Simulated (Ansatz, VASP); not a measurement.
## Y: VASP beside Ansatz

```
Y
1.0
     0.00000    2.53109    2.53109
     2.53109    0.00000    2.53109
     2.53109    2.53109    0.00000
Y
1
Direct
  0.00000 0.00000 0.00000
```

Alike in both runs: functional PBE; k mesh 18 × 18 × 18; occupations gaussian, width 0.1 eV; no spin polarisation.

Ansatz relaxed the structure, and its values are those at the end. VASP's run is a single point on that final structure, the one shown.

```csv
,VASP,Ansatz
version,VASP 6.6.1,Ansatz 0.2.0
potentials or method,"VASP PAW PBE potentials, release 64 (Y_sv), cutoff 520 eV","scalar-relativistic, plane waves, PAW"
valence electrons in the cell,11,11
```

VASP gave:

| Quantity | Value |
| --- | --- |
| gap on the k mesh at the Fermi level (eV) | none |
| pressure (GPa) | -0.1 |

Q: Estimate Ansatz's values.

A: gap on the k mesh at the Fermi level (eV): none; pressure (GPa): 0.0.

A gap of «none» marks a metal or a gap that the smearing closes.
